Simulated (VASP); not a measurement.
A run of VASP 6.6.1:

The input INCAR:

```
SYSTEM = ZnO
  PREC = Accurate
  ENCUT = 520
  EDIFF = 1E-6
  ISMEAR = -1
  SIGMA = 0.05
  LREAL = .False.
  LASPH = .True.
  NELM = 100
  ALGO = Normal
  ISIF = 2
  LWAVE = .False.
  LCHARG = .True.
  GGA = PE
  LELF = .True.
  LVHAR = .True.
  NBANDS = 16
```

The input KPOINTS:

```
Automatic mesh
0
Gamma
  15 15 15
  0 0 0
```

Contents of POSCAR:

```
ZnO
1.0
    2.5560634222      0.0000000000      0.0000000000
    0.0000000000      2.5560634222      0.0000000000
    0.0000000000      0.0000000000      2.5560634222
Zn O
1 1
Direct
    0.0000000000      0.0000000000      0.0000000000
    0.5000000000      0.5000000000      0.5000000000
```

Potentials or basis: VASP PAW PBE potentials, release 64 (Zn, O).

Run with:

```bash
$ cat potpaw_PBE.64/Zn/POTCAR potpaw_PBE.64/O/POTCAR > POTCAR
$ mpirun -np 1 vasp_std > vasp.out
```

Hardware: 1 thread of Intel Xeon 6975P-C (shared host).

Task: Estimate the wall time of this run.

Result: Wall time 19 s on 1 thread of Intel Xeon 6975P-C, on a shared host, peak memory 0.15 GiB. Counts: scf iterations 13, k points 120.
